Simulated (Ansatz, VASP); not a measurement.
**One calculation of P, two programs**

Contents of INCAR:

```
SYSTEM = P
PREC = Accurate
ENCUT = 600
EDIFF = 1E-6
ISMEAR = 0
SIGMA = 0.1
LREAL = .False.
LASPH = .True.
NELM = 80
ALGO = Normal
ISIF = 3
LWAVE = .False.
LCHARG = .False.
GGA = PE
IBRION = 2
NSW = 90
EDIFFG = -0.04
```

Contents of KPOINTS:

```
Automatic mesh
0
Gamma
  6 6 4
  0 0 0
```

Contents of POSCAR:

```
P
1.0
    3.6768179000      0.0000000000      0.0000000000
    0.0000000000      3.6768179000      0.0000000000
    0.0000000000      0.0000000000      5.8835433800
P
6
Direct
    0.0000000000      0.0000000000      0.2500000000
    0.0000000000      0.0000000000      0.7500000000
    0.6566823100      0.2368163300      0.5000000000
    0.3433176900      0.7631836700      0.5000000000
    0.7631836700      0.6566823100      0.0000000000
    0.2368163300      0.3433176900      0.0000000000
```

Input for Ansatz:

```yaml
crystal:
  lattice:
    - [3.6768179, 0.0, 0.0]
    - [0.0, 3.6768179, 0.0]
    - [0.0, 0.0, 5.88354338]
  atoms:
    - { symbol: P, position: [0.0, 0.0, 0.25] }
    - { symbol: P, position: [0.0, 0.0, 0.75] }
    - { symbol: P, position: [0.65668231, 0.23681633, 0.5] }
    - { symbol: P, position: [0.34331769, 0.76318367, 0.5] }
    - { symbol: P, position: [0.76318367, 0.65668231, 0.0] }
    - { symbol: P, position: [0.23681633, 0.34331769, 0.0] }
basis:
  ecutwfc: 420
kpoints:
  mp_grid: { grid: [6, 6, 4] }
hamiltonian:
  xc: pbe
scf:
  occupations: { method: gaussian, width: 0.1 }
  lower_state_search: "off"
output:
  forces: true
  stress: true
  eigenvalues: true
relax:
  adjacent_minimum: "off"
  f_tol: 0.04
  max_steps: 70
  cell: { stress_tol: 0.4 }
```

Alike in both runs: task relaxation of cell and atoms; functional PBE; k mesh 6 × 6 × 4; occupations gaussian, width 0.1 eV; no spin polarisation.

|  | VASP | Ansatz |
| --- | --- | --- |
| version | VASP 6.6.1 | Ansatz 0.2.0 |
| potentials or method | VASP PAW PBE potentials, release 64 (P), cutoff 600 eV | scalar-relativistic, plane waves, PAW |
| valence electrons in the cell | 30 | 30 |

```tsv
	VASP	Ansatz	Ansatz less VASP
gap on the k mesh at the Fermi level, each at its own relaxed structure (eV)	none	none	-
relaxed volume (Å³/atom)	20.24	20.20	-0.039
relaxed length of the cell vector where the two differ most in proportion (Å)	4.595	4.591	-0.0041
```

A gap of «none» marks a metal or a gap that the smearing closes.

Noted on VASP's run: the volume moved by over 15 % at a fixed basis, so the end points are rough.
